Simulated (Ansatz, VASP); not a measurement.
## Co: VASP beside Ansatz

```
Co
1.0
     2.50700    0.00000    0.00000
    -1.25350    2.17113    0.00000
     0.00000    0.00000    4.06900
Co
2
Direct
  0.33333 0.66667 0.25000
  0.66667 0.33333 0.75000
```

Alike in both runs: task single point; functional PBE; k mesh 10 × 10 × 6; occupations fermi-dirac, width 0.1 eV; non-collinear spin, spin-orbit coupling.

```csv
,VASP,Ansatz
version,VASP 6.6.1,Ansatz 0.2.0 development build
potentials or method,"VASP PAW PBE potentials, release 64 (Co)","plane waves, PAW datasets (hand-made set)"
plane-wave cutoff (eV),520,900
valence electrons in the cell,18,34
```

```tsv
	VASP	Ansatz	Ansatz less VASP
net moment per atom (μB)	1.65	1.65	+0.004
```

The functional is the same, so the differences come from potentials, cutoffs and numerics. VASP's potentials hold 18 valence electrons a cell and Ansatz's 34, so a difference there can come from the potentials and not from the codes. Ansatz's warnings: cutoff auto derived, stress scf threshold loose.
